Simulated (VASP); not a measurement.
Here is a VASP 6.6.1 calculation.

The input INCAR:

```
SYSTEM = Ge
PREC     = Accurate       ! precision mode
ENCUT    = 600            ! plane-wave cutoff, eV
EDIFF    = 1E-7           ! SCF threshold, eV
ISMEAR   = -1             ! smearing method
SIGMA    = 0.02           ! smearing width, eV
LREAL    = .False.        ! projectors in reciprocal space
LASPH    = .True.         ! aspherical terms in the spheres
NELM     = 80             ! most SCF steps
ALGO     = Normal         ! electronic algorithm
ISIF     = 3              ! what is computed and relaxed
LWAVE    = .False.        ! write WAVECAR
LCHARG   = .False.        ! write CHGCAR
GGA      = PS             ! functional
IBRION   = 2              ! ionic algorithm
NSW      = 80             ! ionic steps
EDIFFG   = -0.005         ! ionic threshold
```

KPOINTS

```
regular mesh
0
Gamma
  8 8 8
  0 0 0
```

The input POSCAR:

```
Ge
1.0
    0.0000000000      2.8806946128      2.8806946128
    2.8806946128      0.0000000000      2.8806946128
    2.8806946128      2.8806946128      0.0000000000
Ge
2
Direct
    0.0000000000      0.0000000000      0.0000000000
    0.2500000000      0.2500000000      0.2500000000
```

Potentials or basis: VASP PAW PBE potentials, release 64 (Ge_d).

Run with:

```bash
$ cat potpaw_PBE.64/Ge_d/POTCAR > POTCAR
$ mpirun -np 1 vasp_std > vasp.out
```

**Question.** What does it give for the space group after relaxing (to 0.05 Å)?

**Answer.** Fd-3m (No. 227).

**Question.** Estimate the band gap on the k mesh.

**Answer.** Zero (filled and empty bands touch).

**Question.** Predict the relaxed cell.

**Answer.** a = 4.013 Å, b = 4.013 Å, c = 4.013 Å, α = 60.00°, β = 60.00°, γ = 60.00°.

**Question.** Estimate the relaxed volume.

**Answer.** 22.86 Å³/atom.

Step by step:
```csv
step,energy change (eV),largest force (eV/Å),pressure (GPa),volume (Å³)
1,0.0000,0.0000,-2.75,47.81
2,-0.0172,0.0000,0.95,45.03
3,-0.0191,0.0000,0.13,45.66
4,-0.0191,0.0000,-0.10,45.76
5,-0.0191,0.0000,-0.06,45.72
6,-0.0191,0.0000,-0.02,45.71
```

Caveat: the PAW data sets were made with another functional, which shifts forces and pressure a little.
